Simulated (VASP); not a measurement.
# Ga2O (P-3m1) in VASP: further runs, part 2 of 2

VASP 6.6.1.

## 5. Relaxation of cell and atoms, PBEsol

This run uses another cell than the first one, of 16.87 Å³/atom, 1.125 times its volume.

INCAR reads:

```
PREC = Accurate
ENCUT = 600
EDIFF = 1E-7
ISMEAR = 0
SIGMA = 0.1
LREAL = False
LASPH = True
NELM = 60
ALGO = Normal
ISIF = 3
LWAVE = False
LCHARG = False
GGA = PS
IBRION = 2
NSW = 100
EDIFFG = -0.05
```

KPOINTS reads:

```
Automatic mesh
0
Gamma
  6 6 2
```

POSCAR reads:

```
Ga2O
1.0
    3.6270494248      0.0000000000      0.0000000000
   -1.8135247124      3.1411169427      0.0000000000
    0.0000000000      0.0000000000      8.8843145299
Ga O
4 2
Direct
    0.0000000000      0.0000000000      0.3800000000
    0.0000000000      0.0000000000      0.6200000000
    0.6666666667      0.3333333333      0.0230000000
    0.3333333333      0.6666666667      0.9770000000
    0.6666666667      0.3333333333      0.3060000000
    0.3333333333      0.6666666667      0.6940000000
```

Potentials or basis: VASP PAW PBE potentials, release 64 (Ga_d, O).

The run is started by

```console
$ cat potpaw_PBE.64/Ga_d/POTCAR potpaw_PBE.64/O/POTCAR > POTCAR
$ mpirun -np 1 vasp_std > vasp.out
```

OUTCAR:

```text
PREC = Accurate
   ENCUT = 600
   EDIFF = 1E-7
   ISMEAR = 0
   LREAL = False
   LASPH = True
   NELM = 60
   ISIF = 3
   GGA = PS
   IBRION = 2
   NSW = 100
   EDIFFG = -0.05

 ion  position               nearest neighbor table
   1  0.000  0.000  0.380-   2 2.13   5 2.19   5 2.19   5 2.19
   2  0.000  0.000  0.620-   1 2.13   6 2.19   6 2.19   6 2.19
   3  0.667  0.333  0.023-   4 2.13   4 2.13   4 2.13
   4  0.333  0.667  0.977-   3 2.13   3 2.13   3 2.13
   5  0.667  0.333  0.306-   1 2.19   1 2.19   1 2.19
   6  0.333  0.667  0.694-   2 2.19   2 2.19   2 2.19

  LATTYP: Found a hexagonal cell.
 ALAT       =     3.6270494248
 C/A-ratio  =     2.4494605640

  Lattice vectors:

 A1 = (   3.6270494248,   0.0000000000,   0.0000000000)
 A2 = (  -1.8135247124,   3.1411169427,   0.0000000000)
 A3 = (   0.0000000000,   0.0000000000,   8.8843145299)

Analysis of symmetry for initial positions (statically):
=====================================================================
 Subroutine PRICEL returns:
 Original cell was already a primitive cell.

 Routine SETGRP: Setting up the symmetry group for a
 hexagonal supercell.

 Subroutine GETGRP returns: Found 12 space group operations
 (whereof 12 operations were pure point group operations)
 out of a pool of 24 trial point group operations.

The static configuration has the point symmetry D_3d.

Analysis of symmetry for dynamics (positions and initial velocities):
=====================================================================
 Subroutine PRICEL returns:
 Original cell was already a primitive cell.

 Routine SETGRP: Setting up the symmetry group for a
 hexagonal supercell.

 Subroutine GETGRP returns: Found 12 space group operations
 (whereof 12 operations were pure point group operations)
 out of a pool of 24 trial point group operations.

The dynamic configuration has the point symmetry D_3d.

 Subroutine INISYM returns: Found 12 space group operations
[... 127 lines left out ...]
 Gauss-broadening in eV      SIGMA  =   0.10
  energy-cutoff  :      600.00
  volume of cell :      101.22
 maximum number of plane-waves:      3432
 NGX is ok and might be reduce to    30
   NGX = 15   NGY = 15   NGZ = 35

--------------------------------------- Ionic step        1  -------------------------------------------

 number of electron      63.9999982 magnetization

 Free energy of the ion-electron system (eV)
  ---------------------------------------------------
  ext. energy  EPLUGINS =         0.00000000
  ---------------------------------------------------
  free energy    TOTEN  =       -24.89590883 eV

  energy without entropy =      -24.88254428  energy(sigma->0) =      -24.88922655

------------------------ aborting loop because EDIFF is reached ----------------------------------------

  FORCE on cell =-STRESS in cart. coord.  units (eV):
  Direction    XX          YY          ZZ          XY          YZ          ZX
  --------------------------------------------------------------------------------------
  -------------------------------------------------------------------------------------
  Total        2.8313370      2.8313370      3.2486420      0.0000000      0.0000000     -0.0000000
  in kB       44.8167795     44.8167795     51.4222336      0.0000000      0.0000000     -0.0000000
  external PRESSURE =      47.0185975 kB  Pullay stress =       0.0000000 kB
[... 101 lines left out ...]
  FREE ENERGIE OF THE ION-ELECTRON SYSTEM (eV)
  ---------------------------------------------------
  free  energy   TOTEN  =       -26.1167686828 eV

  energy  without entropy=      -26.1063050330  energy(sigma->0) =      -26.11153686

 E-fermi :   4.1410     XC(G=0): -10.3497

 val. band max:        4.1359393305   @ k =   0.1667   0.0000   0.0000
 cond. band min:       4.1735311685   @ k =   0.5000  -0.0000   0.0000
 fundamental gap:      0.0375918379
 Fermi energy:         4.1409925162

 k-point     1 :       0.0000    0.0000    0.0000
  band No.  band energies     occupation
      1     -14.8915      2.00000
      2     -14.8153      2.00000
      3     -11.4215      2.00000
      4     -11.4215      2.00000
      5     -11.2558      2.00000
      6     -11.2558      2.00000
[... 563 lines left out ...]
     37       8.2372      0.00000
     38       8.2372      0.00000

[... ionic steps 4 to 36 ...]

--------------------------------------- Ionic step       37  -------------------------------------------

 number of electron      63.9999979 magnetization

------------------------ aborting loop because EDIFF is reached ----------------------------------------
[... 75 lines left out ...]
--------------------------------------- Ionic step       39  -------------------------------------------

 number of electron      64.0000003 magnetization

 Free energy of the ion-electron system (eV)
  ---------------------------------------------------
  ext. energy  EPLUGINS =         0.00000000
  ---------------------------------------------------
  free energy    TOTEN  =       -29.18817363 eV

  energy without entropy =      -29.18235006  energy(sigma->0) =      -29.18526184

 E-fermi :   6.2240     XC(G=0): -11.1642

 val. band max:        6.1056682239   @ k =   0.0000   0.0000   0.0000
 cond. band min:       6.2377197466   @ k =   0.5000  -0.0000   0.0000
 fundamental gap:      0.1320515227
 Fermi energy:         6.2239998386

 k-point     1 :       0.0000    0.0000    0.0000
  band No.  band energies     occupation
      1     -15.4479      2.00000
      2     -15.3985      2.00000
      3     -10.1540      2.00000
      4     -10.1540      2.00000
      5     -10.1460      2.00000
      6     -10.1456      2.00000
[... 596 lines left out ...]
  FREE ENERGIE OF THE ION-ELECTRON SYSTEM (eV)
  ---------------------------------------------------
  free  energy   TOTEN  =       -29.1881736308 eV

  energy  without entropy=      -29.1823500578  energy(sigma->0) =      -29.18526184

 reached required accuracy - stopping structural energy minimisation
```

OSZICAR:

```text
N       E                     dE             d eps       ncg     rms          rms(c)
DAV:   1     0.677665237615E+03    0.67767E+03   -0.32760E+04  1084   0.328E+03
[... 484 lines left out ...]
DAV:   2    -0.291894625045E+02   -0.33358E-02   -0.13300E-01  1200   0.291E+00    0.268E-01
DAV:   3    -0.291886315180E+02    0.83099E-03   -0.93436E-03  1576   0.711E-01    0.122E-01
DAV:   4    -0.291882328740E+02    0.39864E-03   -0.10248E-03  1914   0.320E-01    0.528E-02
DAV:   5    -0.291881797186E+02    0.53155E-04   -0.34793E-04  1250   0.127E-01    0.201E-02
DAV:   6    -0.291881757416E+02    0.39770E-05   -0.98005E-05  1538   0.680E-02    0.114E-02
DAV:   7    -0.291881735429E+02    0.21987E-05   -0.13856E-05  1354   0.288E-02    0.247E-03
DAV:   8    -0.291881736211E+02   -0.78209E-07   -0.14142E-06  1354   0.787E-03    0.807E-04
DAV:   9    -0.291881736308E+02   -0.96334E-08   -0.64695E-08   642   0.398E-03
  39 F= -.29188174E+02 E0= -.29185262E+02  d E =-.457152E-02
```

CONTCAR:

```text
Ga2O
   1.00000000000000
     3.0549826524008026    0.0000000000000000    0.0000000000000000
    -1.5274913262004013    2.6456925851200337    0.0000000000000000
     0.0000000000000000    0.0000000000000000   11.0915489393359046
  Ga              O
     4     2
Direct
     0.0000000000000000    0.0000000000000000    0.3867811637787894
     0.0000000000000000    0.0000000000000000    0.6132188362212109
     0.6666666667000030    0.3333333332999970    0.0991879129858730
     0.3333333332999970    0.6666666667000030    0.9008120870141267
     0.6666666667000030    0.3333333332999970    0.3106513473041225
     0.3333333332999970    0.6666666667000030    0.6893486526958780

  0.00000000E+00  0.00000000E+00  0.00000000E+00
  0.00000000E+00  0.00000000E+00  0.00000000E+00
  0.00000000E+00  0.00000000E+00  0.00000000E+00
  0.00000000E+00  0.00000000E+00  0.00000000E+00
  0.00000000E+00  0.00000000E+00  0.00000000E+00
  0.00000000E+00  0.00000000E+00  0.00000000E+00
```

Wall time 44 min (1 thread of Intel Xeon Platinum 8259CL at 2.50GHz (Skylake/Cascade Lake), shared host); peak memory 0.28 GiB.

What came out:

```yaml
Free_energy: -29.1882 eV
Relaxed_volume: 14.94 Å³/atom
Relaxed_cell: a = 3.055 Å, b = 3.055 Å, c = 11.092 Å, α = 90.00°, β = 90.00°, γ = 120.00°
Space_group_after_relaxing_to_0.05_Å: P-3m1 (No. 164)
Energy_gained_by_relaxing: 715.4 meV/atom
Ionic_steps: 39
Pressure_after_relaxing: 0.0 GPa
Largest_force_after_relaxing: 0.046 eV/Å
Band_gap_on_the_k_mesh: zero (band 32 reaches 7.14 eV, above the bottom of band 33 at 5.17 eV)
```

Forces on the atoms (eV/Å):
```
Ga   0.000  0.000  0.023
Ga   0.000  0.000 -0.023
Ga   0.000  0.000  0.045
Ga   0.000  0.000 -0.045
O    0.000  0.000  0.046
O    0.000  0.000 -0.046
```

Step by step:
| step | energy change (eV) | largest force (eV/Å) | pressure (GPa) | volume (Å³) |
| --- | --- | --- | --- | --- |
| 1 | 0.0000 | 4.8937 | 4.70 | 101.22 |
| 2 | -1.2200 | 2.1066 | -4.17 | 108.65 |
| 3 | -1.2209 | 2.0798 | -4.37 | 109.02 |
| 4 | -2.2151 | 1.9098 | -3.96 | 103.73 |
| 5 | 11.5119 | 40.8929 | 76.88 | 87.74 |
| 6 | -1.9728 | 2.1745 | -3.16 | 103.09 |
| 7 | -2.3926 | 1.9437 | 5.95 | 95.43 |
| 8 | -2.4895 | 1.5624 | -1.26 | 99.55 |
| 9 | -2.6115 | 0.4863 | 1.30 | 97.49 |
| 10 | -2.6689 | 0.2771 | -0.07 | 99.36 |
| 11 | -2.6755 | 0.2982 | -0.63 | 100.25 |
| 12 | -2.7183 | 0.3175 | -1.77 | 100.22 |
| 13 | -2.7268 | 0.4470 | -2.37 | 100.16 |
| 14 | -2.7603 | 0.4117 | -1.78 | 99.01 |
| 15 | -2.8478 | 0.2288 | 0.32 | 95.54 |
| 16 | -2.8423 | 0.4883 | 4.96 | 88.52 |
| 17 | -2.8542 | 0.5103 | 5.13 | 88.18 |
| 18 | -2.9177 | 0.5974 | 5.76 | 87.12 |
| 19 | -3.1108 | 1.0567 | 7.23 | 84.90 |
| 20 | -3.3847 | 2.1572 | 12.39 | 80.14 |
| 21 | -1.2473 | 9.3196 | 33.36 | 69.52 |
| 22 | -3.3457 | 3.4300 | 14.10 | 78.76 |
| 23 | -3.3592 | 3.5642 | 14.20 | 78.54 |
| 24 | -3.3668 | 3.8041 | 14.42 | 78.15 |
| 25 | -3.3875 | 3.7334 | 14.24 | 78.23 |
| 26 | -3.4475 | 3.5248 | 13.67 | 78.47 |
| 27 | -3.5587 | 3.1200 | 12.55 | 78.94 |
| 28 | -3.7475 | 2.3879 | 10.47 | 79.91 |
| 29 | -4.0127 | 1.3011 | 7.02 | 81.84 |
| 30 | -4.2382 | 0.3388 | 2.72 | 85.77 |
| 31 | -4.2575 | 0.2441 | 1.39 | 87.15 |
| 32 | -4.2576 | 0.2359 | 1.21 | 87.33 |
| 33 | -4.2617 | 0.2427 | 1.00 | 87.55 |
| 34 | -4.2715 | 0.2623 | 0.38 | 88.20 |
| 35 | -4.2802 | 0.2953 | -0.74 | 89.51 |
| 36 | -4.2849 | 0.2084 | -0.35 | 89.38 |
| 37 | -4.2877 | 0.1447 | 0.26 | 89.18 |
| 38 | -4.2893 | 0.1141 | 0.20 | 89.30 |
| 39 | -4.2923 | 0.0460 | 0.00 | 89.65 |

Final structure:
```
Ga O
1.0
     3.05498    0.00000    0.00000
    -1.52749    2.64569    0.00000
     0.00000    0.00000   11.09155
Ga O
4 2
Direct
  0.00000 0.00000 0.38678
  0.00000 0.00000 0.61322
  0.66667 0.33333 0.09919
  0.33333 0.66667 0.90081
  0.66667 0.33333 0.31065
  0.33333 0.66667 0.68935
```

Levels at points of the mesh, in eV from the Fermi level:
```tsv
k point	band 30	band 31	band 32	band 33	band 34	band 35
(0.00, 0.00, 0.00)	-4.92	-4.77	-1.09	-0.12	2.28	5.30
(0.50, 0.00, 0.00)	-4.38	-3.78	-1.53	-1.02	0.01	2.10
(0.00, 0.00, 0.50)	-4.92	-3.22	-2.43	1.13	1.45	5.83
(0.50, 0.00, 0.50)	-4.46	-3.50	-1.60	-1.05	-0.15	2.47
```

Caveat: the PAW data sets were made with another functional, which shifts forces and pressure a little; the relaxation stopped at a loose force limit of 0.05 eV/Å, so its end isn't a converged minimum.

## 6. Overview

```csv
task,cell,k mesh,cutoff (eV),smearing,gap on the mesh (eV),pressure (GPa),largest force (eV/Å)
single point,"a = 3.044, b = 3.044, c = 11.216 Å, angles 90.0, 90.0, 120.0°, 6 atoms",6 × 6 × 2,520,gaussian 0.1 eV,none,0.3,0.05
single point,"a = 2.782, b = 2.782, c = 10.582 Å, angles 90.0, 90.0, 120.0°, 6 atoms",12 × 12 × 4,520,fermi-dirac 0.15 eV,none,25.4,0.05
single point,"a = 2.931, b = 2.931, c = 10.944 Å, angles 90.0, 90.0, 120.0°, 6 atoms",12 × 12 × 4,520,fermi-dirac 0.15 eV,none,8.3,0.04
relaxation of cell and atoms,"relaxed from a = 3.627, b = 3.627, c = 8.884 Å, angles 90.0, 90.0, 120.0°, 6 atoms",6 × 6 × 2,600,gaussian 0.1 eV,none,0.0,0.05
```

Alike in all rows: level PBEsol; potentials or basis VASP PAW PBE potentials, release 64 (Ga_d, O); no spin polarisation.

Caveats: some runs use coarse meshes; the PAW data sets were made with another functional, which shifts forces and pressure a little; the relaxation stopped at a loose force limit of 0.05 eV/Å, so its end isn't a converged minimum (some runs).

Absolute energies hang on the potentials; compare differences alone.
